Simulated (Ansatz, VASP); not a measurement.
One calculation of Sb, two programs

POSCAR

```
Sb
1.0
   -1.5765400000      1.5765400000      2.7119380000
    1.5765400000     -1.5765400000      2.7119380000
    1.5765400000      1.5765400000     -2.7119380000
Sb
1
Direct
    0.0000000000      0.0000000000      0.0000000000
```

The input INCAR.step1:

```
SYSTEM = Sb
PREC = Accurate
ENCUT = 520
ISMEAR = -1
SIGMA = 0.1
LREAL = .False.
LASPH = .True.
NELM = 60
NBANDS = 8
GGA = PE
ALGO = Normal
EDIFF = 1E-4
LWAVE = .True.
LCHARG = .False.
```

INCAR.step2

```
SYSTEM = Sb
PREC = Accurate
ENCUT = 520
EDIFF = 1E-7
ISMEAR = -1
SIGMA = 0.1
LREAL = .False.
LASPH = .True.
NELM = 60
ALGO = Normal
ISIF = 2
LWAVE = .False.
LCHARG = .False.
METAGGA = R2SCAN
LMIXTAU = .True.
NBANDS = 8
ISTART = 1
```

Contents of KPOINTS:

```
Automatic mesh
0
Gamma
  13 13 13
  0 0 0
```

Input for Ansatz:

```yaml
crystal:
  lattice:
    - [-1.57654, 1.57654, 2.711938]
    - [1.57654, -1.57654, 2.711938]
    - [1.57654, 1.57654, -2.711938]
  atoms:
    - { symbol: Sb, position: [0.0, 0.0, 0.0] }
basis:
  ecutwfc: 600.0
kpoints:
  mp_grid:
    grid: [13, 13, 13]
hamiltonian:
  xc: r2scan
scf:
  occupations:
    method: fermi_dirac
    width: 0.1
output:
  stress: true
```

Alike in both runs: task single point; functional r2SCAN; k mesh 13 × 13 × 13; occupations fermi-dirac, width 0.1 eV; no spin polarisation.

```csv
,VASP,Ansatz
version,VASP 6.6.1,Ansatz 0.2.0
potentials or method,"VASP PAW PBE potentials, release 64 (Sb), cutoff 520 eV","plane waves, PAW"
valence electrons in the cell,5,15
```

VASP gave:

| Quantity | Value |
| --- | --- |
| pressure (GPa) | 1.3 |
| traceless stress, the component that is largest in VASP (GPa) | 0.51 |

What did Ansatz give for the same quantities?

Pressure (GPa): 1.4; traceless stress, the component that is largest in VASP (GPa): 0.57.

VASP's potentials were made for PBE, not for r2SCAN. VASP's potentials hold 5 valence electrons a cell and Ansatz's 15, so a difference there can come from the potentials and not from the codes.

Spin-orbit coupling is off throughout.
